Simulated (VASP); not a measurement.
A run of VASP 6.6.1:

Contents of INCAR:

```
SYSTEM = C
PREC     = Accurate       ! precision mode
ENCUT    = 520            ! plane-wave cutoff, eV
EDIFF    = 1E-7           ! SCF threshold, eV
ISMEAR   = 0              ! smearing method
SIGMA    = 0.1            ! smearing width, eV
LREAL    = .FALSE.        ! projectors in reciprocal space
LASPH    = .TRUE.         ! aspherical terms in the spheres
NELM     = 100            ! most SCF steps
ALGO     = Normal         ! electronic algorithm
ISIF     = 2              ! what is computed and relaxed
LWAVE    = .FALSE.        ! write WAVECAR
LCHARG   = .FALSE.        ! write CHGCAR
LDIPOL   = .TRUE.       
IDIPOL   = 3            
DIPOL    = 0.5 0.5 0.500
GGA      = PE             ! functional
IVDW     = 12             ! dispersion correction
NBANDS   = 11             ! bands
```

The input KPOINTS:

```
Automatic mesh
0
G
  21 21 1
  0 0 0
```

Contents of POSCAR:

```
C
1.0
    2.6140000000      0.0000000000      0.0000000000
   -1.3070000000      2.2637904055      0.0000000000
    0.0000000000      0.0000000000     26.0024170307
C
2
Direct
    0.6666666667      0.3333333333      0.5082492331
    0.3333333333      0.6666666667      0.4917507669
```

Potentials or basis: VASP PAW PBE potentials, release 64 (C).

The run is started by

```bash
$ cat potpaw_PBE.64/C/POTCAR > POTCAR
$ mpirun -np 1 vasp_std > vasp.out
```

Hardware: 1 thread of Intel(R) Xeon(R) 6975P-C (Granite Rapids), with other jobs on the host.

Problem. How long does it take, and how much memory?

Solution. It took 58 s on 1 thread of Intel(R) Xeon(R) 6975P-C (Granite Rapids), with other jobs on the host, peak memory 0.28 GiB. Counts: scf iterations 21, k points 48.
